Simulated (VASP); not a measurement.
## Ge4N3: single point with PBE

Ge4N3:

```
CELL_PARAMETERS angstrom
-2.56156 2.56156 4.25295
2.56156 -2.56156 4.25295
2.56156 2.56156 -4.25295
ATOMIC_POSITIONS crystal
Ge 0.33991 0.86864 0.94868
Ge 0.91996 0.39122 0.05132
Ge 0.13136 0.08004 0.47126
Ge 0.60878 0.66009 0.52874
N 0.25000 0.75000 0.50000
N 0.26524 0.26524 0.00000
N 0.73476 0.73476 0.00000
```

The cell was generated, and may not be a known phase.

```json
{
  "Program": "VASP 6.6.1",
  "Task": "single point",
  "Functional": "PBE",
  "Potentials or basis": "VASP PAW PBE potentials, release 64 (Ge_d, N)",
  "Cutoff": "520 eV",
  "k mesh": "4 × 4 × 4",
  "Occupations": "gaussian, width 0.2 eV",
  "Spin": "no spin polarisation",
  "Dipole correction": "no",
  "Further INCAR settings": "ALGO = Normal; EDIFF = 1e-07; NBANDS = 44"
}
```

```yaml
Pressure: 0.0 GPa
Largest_force: 0.049 eV/Å
Band_gap_on_the_k_mesh: zero (an odd number of electrons rules out a gap without spin polarisation)
```

Forces in eV/Å, atoms in the order of the input:
```
Ge  -0.023  0.008 -0.043
Ge   0.023 -0.008 -0.043
Ge   0.008  0.023  0.043
Ge  -0.008 -0.023  0.043
N    0.000  0.000  0.000
N    0.000  0.000  0.027
N    0.000  0.000 -0.027
```

Stress tensor (GPa, compression positive):
```
-0.39  0.00  0.00
 0.00 -0.39  0.00
 0.00  0.00  0.69
```

Levels at points of the mesh, in eV from the Fermi level:
| k point | band 33 | band 34 | band 35 | band 36 | band 37 | band 38 |
| --- | --- | --- | --- | --- | --- | --- |
| (0.00, 0.00, 0.00) | -2.35 | -0.58 | -0.58 | 0.20 | 0.55 | 2.91 |
| (0.50, 0.00, 0.00) | -1.58 | -1.10 | -0.49 | 0.10 | 1.92 | 2.20 |
| (0.50, 0.50, 0.00) | -2.16 | -1.79 | -1.32 | 0.11 | 2.19 | 3.10 |
| (0.50, 0.50, 0.50) | -1.03 | -0.54 | -0.54 | -0.30 | -0.07 | 1.13 |

It took 64 s on 1 thread of AMD EPYC 9R45 96-Core Processor (Zen 5), with other jobs on the host, peak memory 0.24 GiB.
